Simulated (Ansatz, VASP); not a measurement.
One calculation of SiC, two programs

```
Si C
1.0
     3.07600    0.00000    0.00000
    -1.53800    2.66389    0.00000
     0.00000    0.00000    5.04800
Si C
2 2
Direct
  0.66667 0.33333 0.50000
  0.33333 0.66667 0.00000
  0.66667 0.33333 0.88500
  0.33333 0.66667 0.38500
```

Alike in both runs: functional RPBE; k mesh 10 × 10 × 5; occupations fermi-dirac, width 0.05 eV; no spin polarisation.

```csv
,VASP,Ansatz
version,VASP 6.6.1,Ansatz 0.2.0
potentials or method,"VASP PAW PBE potentials, release 64 (Si, C)",Ansatz PAW
plane-wave cutoff (eV),520,420
valence electrons in the cell,16,16
task,single point,band structure
```

Ansatz gave:

| Quantity | Value |
| --- | --- |
| gap on the k mesh at the Fermi level (eV) | 2.52 |
| least direct gap on the mesh (eV) | 4.12 |
| pressure (GPa) | 7.0 |
| traceless stress, the component that is largest in VASP (GPa) | -3.50 |
| rms of the force components (eV/Å) | 0.440 |

**Question.** Estimate VASP's values.

**Answer.** gap on the k mesh at the Fermi level (eV): 2.52; least direct gap on the mesh (eV): 4.11; pressure (GPa): 6.4; traceless stress, the component that is largest in VASP (GPa): -3.47; rms of the force components (eV/Å): 0.438.

VASP's potentials were made for PBE, not for RPBE. Atom by atom the forces differ by 0.002 eV/Å (rms over components).

Noted on Ansatz's run: the k mesh misses the band edges, so the gap on the mesh is wider than the one along the path.
